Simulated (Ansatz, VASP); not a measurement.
**Two plane-wave programs on TePb**

```xyz
2
Lattice="0.0000 3.2310 3.2310 3.2310 0.0000 3.2310 3.2310 3.2310 0.0000" Properties=species:S:1:pos:R:3 pbc="T T T"
Pb    0.0000    0.0000    0.0000
Te    3.2310    3.2310    3.2310
```

Alike in both runs: task relaxation of cell and atoms; functional r2SCAN; dispersion rVV10; k mesh 7 × 7 × 7; occupations fermi-dirac, width 0.05 eV; no spin polarisation.

|  | VASP | Ansatz |
| --- | --- | --- |
| version | VASP 6.6.1 | Ansatz 0.2.0 |
| potentials or method | VASP PAW PBE potentials, release 64 (Pb_d, Te) | Ansatz PAW |
| plane-wave cutoff (eV) | 600 | 500 |
| valence electrons in the cell | 20 | 30 |

```csv
,VASP,Ansatz,Ansatz less VASP
relaxed volume (Å³/atom),34.31,34.17,-0.142
relaxed length of the cell vector where the two differ most in proportion (Å),4.596,4.589,-0.0063
```

VASP's potentials were made for PBE, not for r2SCAN. VASP's potentials hold 20 valence electrons a cell and Ansatz's 30, so a difference there can come from the potentials and not from the codes.

Neither program's run includes spin-orbit coupling. Noted on Ansatz's run: the plane-wave basis is chosen anew once the cell has moved, so the energies of steps on either side of that aren't comparable.
